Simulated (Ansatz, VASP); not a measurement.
Cs2Au: VASP beside Ansatz

```
CELL_PARAMETERS angstrom
5.26220 0.00000 0.00000
-2.63110 4.55720 0.00000
0.00000 0.00000 8.81098
ATOMIC_POSITIONS crystal
Cs 0.33333 0.66667 0.22606
Cs 0.66667 0.33333 0.77394
Au 0.00000 0.00000 0.00000
```

Alike in both runs: functional PBE; k mesh 12 × 12 × 6; occupations gaussian, width 0.1 eV; no spin polarisation.

Ansatz relaxed the structure, and its values are those at the end. VASP's run is a single point on that final structure, the one shown.

|  | VASP | Ansatz |
| --- | --- | --- |
| version | VASP 6.6.1 | Ansatz 0.2.0 |
| potentials or method | VASP PAW PBE potentials, release 64 (Cs_sv, Au), cutoff 520 eV | scalar-relativistic, plane waves, PAW |
| valence electrons in the cell | 29 | 37 |

Ansatz gave:

* gap on the k mesh at the Fermi level (eV): none
* pressure (GPa): 0.0
* rms of the force components (eV/Å): 0.000

Task: Which values does VASP return?

Result: gap on the k mesh at the Fermi level (eV): none; pressure (GPa): 0.0; rms of the force components (eV/Å): 0.004.

A gap of «none» marks a metal or a gap that the smearing closes. VASP's potentials hold 29 valence electrons a cell and Ansatz's 37, so a difference there can come from the potentials and not from the codes.

Spin-orbit coupling is off throughout.
